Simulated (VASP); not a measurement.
# MgO (Fm-3m) in VASP: notebook

MgO is run at these levels: PBEsol; tasks: single point.

All numbers are computed with VASP 6.6.1; they aren't measurements. Logs are shortened: lines on timing, memory, paths and dates and some standing lists are left out, and cuts for length are marked.

**1. The cell of the first run**

Symmetry: Fm-3m, No. 225, cubic system. The conventional cell has a = 4.145 Å, b = 4.145 Å, c = 4.145 Å, α = 90.00°, β = 90.00°, γ = 90.00°. Mg (site symmetry m-3m) has 6 O at 2.07 Å within 2.7 Å. Within 2.7 Å of O (site symmetry m-3m) lie 6 Mg at 2.07 Å.

**2. Single point, PBEsol**

File INCAR:

```
PREC     = Accurate       # precision mode
ENCUT    = 520            # plane-wave cutoff, eV
EDIFF    = 1E-7           # SCF threshold, eV
ISMEAR   = 0              # smearing method
SIGMA    = 0.05           # smearing width, eV
LREAL    = F              # projectors in reciprocal space
LASPH    = T              # aspherical terms in the spheres
NELM     = 60             # most SCF steps
ALGO     = Normal         # electronic algorithm
ISIF     = 2              # what is computed and relaxed
LWAVE    = F              # write WAVECAR
LCHARG   = F              # write CHGCAR
GGA      = PS             # functional
NBANDS   = 11             # bands
```

File KPOINTS:

```
regular mesh
0
Gamma
  10 10 10
```

File POSCAR:

```
MgO
1.0
    0.0000000000      2.0723991115      2.0723991115
    2.0723991115      0.0000000000      2.0723991115
    2.0723991115      2.0723991115      0.0000000000
Mg O
1 1
Direct
    0.0000000000      0.0000000000      0.0000000000
    0.5000000000      0.5000000000      0.5000000000
```

Potentials or basis: VASP PAW PBE potentials, release 64 (Mg, O).

On the command line:

```console
$ cat potpaw_PBE.64/Mg/POTCAR potpaw_PBE.64/O/POTCAR > POTCAR
$ mpirun -np 1 vasp_std > vasp.out
```

OUTCAR:

```text
PREC = Accurate
   ENCUT = 520
   EDIFF = 1E-7
   ISMEAR = 0
   LREAL = F
   LASPH = T
   NELM = 60
   ISIF = 2
   GGA = PS

 ion  position               nearest neighbor table
   1  0.000  0.000  0.000-   2 2.07   2 2.07   2 2.07   2 2.07   2 2.07   2 2.07
   2  0.500  0.500  0.500-   1 2.07   1 2.07   1 2.07   1 2.07   1 2.07   1 2.07

  LATTYP: Found a face centered cubic cell.
 ALAT       =     4.1447982230

  Lattice vectors:

 A1 = (   0.0000000000,   2.0723991115,   2.0723991115)
 A2 = (   2.0723991115,   0.0000000000,   2.0723991115)
 A3 = (   2.0723991115,   2.0723991115,   0.0000000000)

Analysis of symmetry for initial positions (statically):
=====================================================================
 Subroutine PRICEL returns:
 Original cell was already a primitive cell.

 Routine SETGRP: Setting up the symmetry group for a
 face centered cubic supercell.

 Subroutine GETGRP returns: Found 48 space group operations
 (whereof 48 operations were pure point group operations)
 out of a pool of 48 trial point group operations.

The static configuration has the point symmetry O_h .

Analysis of symmetry for dynamics (positions and initial velocities):
=====================================================================
 Subroutine PRICEL returns:
 Original cell was already a primitive cell.

 Routine SETGRP: Setting up the symmetry group for a
 face centered cubic supercell.

 Subroutine GETGRP returns: Found 48 space group operations
 (whereof 48 operations were pure point group operations)
 out of a pool of 48 trial point group operations.

The dynamic configuration has the point symmetry O_h .

 Subroutine INISYM returns: Found 48 space group operations
 (whereof 48 operations are pure point group operations),
 and found     1 'primitive' translations

----------------------------------------------------------------------------------------

                                     Primitive cell

  volume of cell :      17.8012

  direct lattice vectors                    reciprocal lattice vectors
     0.000000000  2.072399111  2.072399111    -0.241266268  0.241266268  0.241266268
     2.072399111  0.000000000  2.072399111     0.241266268 -0.241266268  0.241266268
     2.072399111  2.072399111  0.000000000     0.241266268  0.241266268 -0.241266268

  length of vectors
     2.930814930  2.930814930  2.930814930     0.417885435  0.417885435  0.417885435
[... 87 lines left out ...]
   ISIF   =      2    stress and relaxation
   ISYM   =      2    0-nonsym 1-usesym 2-fastsym
   POTIM  = 0.5000    time-step for ionic-motion
   TEBEG  =    0.0;   TEEND  =   0.0 temperature during run
   PSTRESS=    0.0 pullay stress
   NELECT =       8.0000    total number of electrons
   NUPDOWN=      -1.0000    fix difference up-down
   EMIN   =  10.00;   EMAX   =-10.00  energy-range for DOS
   EFERMI =   0.00;   METHOD = LEGACY
   ISMEAR =     0;   SIGMA  =   0.05  broadening in eV -4-tet -1-fermi 0-gaus
   EFERMI_NEDOS =   21; number of points for ismear=-14 and -15
   IALGO  =     38    algorithm
   IMIX   =      4    mixing-type and parameters
     AMIX     =   0.40;   BMIX     =  1.00
     AMIX_MAG =   1.60;   BMIX_MAG =  1.00
  volume/ion in A,a.u.               =       8.90        60.06
  Fermi-wavevector in a.u.,A,eV,Ry     =   1.253973  2.369665 21.394449  1.572448
  Thomas-Fermi vector in A             =   2.387800
   LORBIT       =      0    0 simple, 1 ext, 2 COOP (PROOUT), +10 PAW based schemes
   GGA     = PS    functional components
   LHFCALC =     F    Hartree Fock is set to
   AEXX    =    0.0000 exact exchange contribution
   IVDW    =     0    specifies the selected vdW correction
   LEPSILON=     F    determine dielectric tensor
   LRPA    =     F    only Hartree local field effects (RPA)
 non-spin polarized calculation
 Gauss-broadening in eV      SIGMA  =   0.05
  energy-cutoff  :      520.00
  volume of cell :       17.80
 maximum number of plane-waves:       531
 NGX is ok and might be reduce to    24
   NGX = 11   NGY = 11   NGZ = 11

 number of electron       7.9999999 magnetization

 Free energy of the ion-electron system (eV)
  ---------------------------------------------------
  ext. energy  EPLUGINS =         0.00000000
  ---------------------------------------------------
  free energy    TOTEN  =       -12.49027698 eV

  energy without entropy =      -12.49027698  energy(sigma->0) =      -12.49027698

 E-fermi :   3.6759     XC(G=0): -11.5462

 val. band max:        3.4395535050   @ k =   0.0000   0.0000   0.0000
 cond. band min:       8.5547731938   @ k =   0.0000   0.0000   0.0000
 fundamental gap:      5.1152196889
 Fermi energy:         3.6759016796

 k-point     1 :       0.0000    0.0000    0.0000
  band No.  band energies     occupation
      1     -14.0247      2.00000
      2       3.4396      2.00000
      3       3.4396      2.00000
      4       3.4396      2.00000
      5       8.5548      0.00000
      6      19.3381      0.00000
      7      19.3381      0.00000
      8      19.3381      0.00000
      9      23.3099      0.00000
     10      25.2514      0.00000
     11      25.2514      0.00000
[... 309 lines left out ...]
 k-point    24 :       0.4000    0.3000    0.0000
  band No.  band energies     occupation
      1     -12.6427      2.00000
      2      -0.3496      2.00000
      3       2.0440      2.00000
      4       2.2805      2.00000
      5      13.2688      0.00000
      6      13.7116      0.00000
      7      17.4376      0.00000
      8      22.1228      0.00000
      9      22.3366      0.00000
     10      28.7976      0.00000
     11      31.3171      0.00000

 [... further k-points ...]

------------------------ aborting loop because EDIFF is reached ----------------------------------------

  FORCE on cell =-STRESS in cart. coord.  units (eV):
  Direction    XX          YY          ZZ          XY          YZ          ZX
  --------------------------------------------------------------------------------------
  -------------------------------------------------------------------------------------
  Total        0.9197321      0.9197321      0.9197321     -0.0000000     -0.0000000      0.0000000
  in kB       82.7793002     82.7793002     82.7793002     -0.0000000     -0.0000000      0.0000000
  external PRESSURE =      82.7793002 kB  Pullay stress =       0.0000000 kB

 VOLUME and BASIS-vectors are now :
 -----------------------------------------------------------------------------
  energy-cutoff  :      520.00
  volume of cell :       17.80
      direct lattice vectors                 reciprocal lattice vectors
     0.000000000  2.072399111  2.072399111    -0.241266268  0.241266268  0.241266268
     2.072399111  0.000000000  2.072399111     0.241266268 -0.241266268  0.241266268
     2.072399111  2.072399111  0.000000000     0.241266268  0.241266268 -0.241266268

 POSITION                                       TOTAL-FORCE (eV/Angst)
 -----------------------------------------------------------------------------------
      0.00000      0.00000      0.00000        -0.000000      0.000000      0.000000
      2.07240      2.07240      2.07240         0.000000     -0.000000     -0.000000
 -----------------------------------------------------------------------------------
    total drift:                               -0.000000     -0.000000      0.000000

  FREE ENERGIE OF THE ION-ELECTRON SYSTEM (eV)
  ---------------------------------------------------
  free  energy   TOTEN  =       -12.4902769793 eV

  energy  without entropy=      -12.4902769793  energy(sigma->0) =      -12.49027698
```

OSZICAR:

```text
N       E                     dE             d eps       ncg     rms          rms(c)
DAV:   1     0.117467900027E+02    0.11747E+02   -0.47618E+03  1242   0.657E+02
DAV:   2    -0.134342086269E+02   -0.25181E+02   -0.24404E+02  1196   0.136E+02
DAV:   3    -0.138900877464E+02   -0.45588E+00   -0.45559E+00  1219   0.156E+01
DAV:   4    -0.138911075544E+02   -0.10198E-02   -0.10198E-02  1166   0.841E-01
DAV:   5    -0.138911109340E+02   -0.33795E-05   -0.33795E-05  1196   0.468E-02    0.673E+00
DAV:   6    -0.125245235157E+02    0.13666E+01   -0.73592E+00  1079   0.151E+01    0.211E+00
DAV:   7    -0.125034023802E+02    0.21121E-01   -0.44937E-02  1136   0.195E+00    0.129E+00
DAV:   8    -0.124906030407E+02    0.12799E-01   -0.20348E-02  1085   0.165E+00    0.207E-01
DAV:   9    -0.124903397641E+02    0.26328E-03   -0.35350E-04  1181   0.131E-01    0.127E-01
DAV:  10    -0.124902750570E+02    0.64707E-04   -0.40047E-04  1160   0.145E-01    0.378E-03
DAV:  11    -0.124902766819E+02   -0.16249E-05   -0.30426E-06  1166   0.133E-02    0.328E-03
DAV:  12    -0.124902769478E+02   -0.26590E-06   -0.11157E-07   798   0.292E-03    0.611E-04
DAV:  13    -0.124902769793E+02   -0.31538E-07   -0.43444E-08   589   0.139E-03
   1 F= -.12490277E+02 E0= -.12490277E+02  d E =-.167319E-13
```

stdout:

```text
POSCAR found type information on POSCAR MgO
 POSCAR found :  2 types and       2 ions
 scaLAPACK will be used
 -----------------------------------------------------------------------------
|                                                                             |
|                                                                             |
|     You enforced a specific xc type in the INCAR file but a different       |
|     I HOPE YOU KNOW WHAT YOU ARE DOING!                                     |
|                                                                             |
 -----------------------------------------------------------------------------

 LDA part: xc-table for (Slater+PW92), standard interpolation
 POSCAR, INCAR and KPOINTS ok, starting setup
 FFT: planning ... GRIDC
 FFT: planning ... GRID_SOFT
 FFT: planning ... GRID
 WAVECAR not read
 entering main loop
```

Run time: 11 s. Hardware: 1 thread of Intel Xeon Platinum 8488C (Sapphire Rapids), shared host; peak memory 0.14 GiB.

Results:

```
Free energy            : -12.4903 eV
Pressure               : 8.3 GPa
Band gap on the k mesh : 5.12 eV, direct
```

Levels at points of the mesh, in eV from the valence-band top:
| k point | band 1 | band 2 | band 3 | band 4 | band 5 | band 6 | band 7 | band 8 |
| --- | --- | --- | --- | --- | --- | --- | --- | --- |
| (0.00, 0.00, 0.00) | -17.46 | 0.00 | 0.00 | 0.00 | 5.12 | 15.90 | 15.90 | 15.90 |
| (0.50, 0.00, 0.00) | -16.02 | -4.90 | -0.72 | -0.72 | 8.05 | 13.05 | 16.67 | 16.67 |
| (0.50, 0.50, 0.00) | -15.74 | -4.35 | -1.44 | -1.44 | 8.97 | 10.41 | 13.49 | 19.59 |

Caveat: the PAW data sets were made with another functional, which shifts forces and pressure a little.

**3. Single point, PBEsol**

This run uses another cell than the first one, of 9.60 Å³/atom, 1.078 times its volume.

File INCAR:

```
SYSTEM = MgO
  PREC = Accurate
  ENCUT = 520
  EDIFF = 1E-6
  ISMEAR = 0
  SIGMA = 0.05
  LREAL = .False.
  LASPH = .True.
  NELM = 80
  ALGO = Normal
  ISIF = 2
  LWAVE = .False.
  LCHARG = .True.
  GGA = PS
  LELF = .True.
  LVHAR = .True.
  NBANDS = 11
```

File KPOINTS:

```
Automatic mesh
0
Gamma
  10 10 10
  0 0 0
```

File POSCAR:

```
MgO
1.0
    0.0000000000      2.1250890106      2.1250890106
    2.1250890106      0.0000000000      2.1250890106
    2.1250890106      2.1250890106      0.0000000000
Mg O
1 1
Direct
    0.0000000000      0.0000000000      0.0000000000
    0.5000000000      0.5000000000      0.5000000000
```

Potentials or basis: VASP PAW PBE potentials, release 64 (Mg, O).

On the command line:

```console
$ cat potpaw_PBE.64/Mg/POTCAR potpaw_PBE.64/O/POTCAR > POTCAR
$ mpirun -np 1 vasp_std > vasp.out
```

Wall time 9.2 s (1 thread of Intel Xeon Platinum 8488C (Sapphire Rapids), shared host); peak memory 0.14 GiB.

Results (log left out):

```yaml
Free_energy: -12.5056 eV
Pressure: -4.4 GPa
Band_gap_on_the_k_mesh: 4.38 eV, direct
```

Levels at points of the mesh, in eV from the valence-band top:
```csv
k point,band 2,band 3,band 4,band 5,band 6,band 7
"(0.00, 0.00, 0.00)",0.00,0.00,0.00,4.38,15.48,15.48
"(0.50, 0.00, 0.00)",-4.56,-0.63,-0.63,7.58,12.20,15.90
"(0.50, 0.50, 0.00)",-4.04,-1.33,-1.33,8.89,9.59,12.69
```

Caveat: the PAW data sets were made with another functional, which shifts forces and pressure a little. A hybrid or GW would open this gap; PBEsol tends to underestimate it.

**4. Single point, PBEsol**

This run uses another cell than the first one, of 9.84 Å³/atom, 1.105 times its volume.

File INCAR:

```
PREC = Accurate ; ENCUT = 520
EDIFF = 1E-6 ; ISMEAR = 0
SIGMA = 0.05 ; LREAL = False
LASPH = True ; NELM = 60
ALGO = Normal ; ISIF = 2
LWAVE = False ; LCHARG = False
GGA = PS ; NBANDS = 11
```

File KPOINTS:

```
regular mesh
0
Gamma
  10 10 10
```

File POSCAR:

```
MgO
1.0
    0.0000000000      2.1427928167      2.1427928167
    2.1427928167      0.0000000000      2.1427928167
    2.1427928167      2.1427928167      0.0000000000
Mg O
1 1
Direct
    0.0000000000      0.0000000000      0.0000000000
    0.5000000000      0.5000000000      0.5000000000
```

On the command line:

```console
$ cat potpaw_PBE.64/Mg/POTCAR potpaw_PBE.64/O/POTCAR > POTCAR
$ mpirun -np 1 vasp_std > vasp.out
```

Run time: 8.3 s. Hardware: 1 thread of Intel Xeon Platinum 8488C (Sapphire Rapids), shared host; peak memory 0.14 GiB.

It converged, with:

```yaml
Free_energy: -12.4879 eV
Pressure: -7.7 GPa
Band_gap_on_the_k_mesh: 4.15 eV, direct
```

Levels at points of the mesh, in eV from the valence-band top:
| k point | band 2 | band 3 | band 4 | band 5 | band 6 | band 7 |
| --- | --- | --- | --- | --- | --- | --- |
| (0.00, 0.00, 0.00) | 0.00 | 0.00 | 0.00 | 4.15 | 15.34 | 15.34 |
| (0.50, 0.00, 0.00) | -4.46 | -0.61 | -0.61 | 7.43 | 11.93 | 15.65 |
| (0.50, 0.50, 0.00) | -3.93 | -1.29 | -1.29 | 8.86 | 9.33 | 12.44 |

Caveat: the PAW data sets were made with another functional, which shifts forces and pressure a little. A hybrid or GW would open this gap; PBEsol tends to underestimate it.

**5. Single point, PBEsol**

This run uses another cell than the first one, of 10.08 Å³/atom, 1.133 times its volume.

File INCAR:

```
SYSTEM = MgO
PREC = Accurate ; ENCUT = 520
EDIFF = 1E-7 ; ISMEAR = 0
SIGMA = 0.05 ; LREAL = .FALSE.
LASPH = .TRUE. ; NELM = 60
ALGO = Normal ; ISIF = 2
LWAVE = .FALSE. ; LCHARG = .TRUE.
GGA = PS ; LELF = .TRUE.
LVHAR = .TRUE. ; NBANDS = 11
```

File KPOINTS:

```
Automatic mesh
0
G
  10 10 10
  0 0 0
```

File POSCAR:

```
MgO
1.0
    0.0000000000      2.1602858632      2.1602858632
    2.1602858632      0.0000000000      2.1602858632
    2.1602858632      2.1602858632      0.0000000000
Mg O
1 1
Direct
    0.0000000000      0.0000000000      0.0000000000
    0.5000000000      0.5000000000      0.5000000000
```

On the command line:

```console
$ cat potpaw_PBE.64/Mg/POTCAR potpaw_PBE.64/O/POTCAR > POTCAR
$ mpirun -np 1 vasp_std > vasp.out
```

It took 9.5 s on 1 thread of Intel Xeon Platinum 8488C (Sapphire Rapids), shared host; peak memory 0.14 GiB.

The run converged. Its results:

* Free energy: -12.4605 eV
* Pressure: -10.7 GPa
* Band gap on the k mesh: 3.93 eV, direct

Levels at points of the mesh, in eV from the valence-band top:
```
           k point  band 2  band 3  band 4  band 5  band 6  band 7
(0.00, 0.00, 0.00)    0.00    0.00    0.00    3.93   15.21   15.21
(0.50, 0.00, 0.00)   -4.35   -0.58   -0.58    7.28   11.66   15.41
(0.50, 0.50, 0.00)   -3.84   -1.26   -1.26    8.83    9.08   12.19
```

Caveat: the PAW data sets were made with another functional, which shifts forces and pressure a little.

**6. Summary**

| cell | gap on the mesh (eV) | pressure (GPa) |
| --- | --- | --- |
| a = 2.931 Å, angles 60.0°, 2 atoms | 5.12 | 8.3 |
| a = 3.005 Å, angles 60.0°, 2 atoms | 4.38 | -4.4 |
| a = 3.030 Å, angles 60.0°, 2 atoms | 4.15 | -7.7 |
| a = 3.055 Å, angles 60.0°, 2 atoms | 3.93 | -10.7 |

Alike in all rows: task single point; level PBEsol; potentials or basis VASP PAW PBE potentials, release 64 (Mg, O); no spin polarisation; k mesh 10 × 10 × 10; cutoff (eV) 520; smearing gaussian 0.05 eV.

Caveats: the PAW data sets were made with another functional, which shifts forces and pressure a little.

Absolute energies hang on the potentials; compare differences alone.
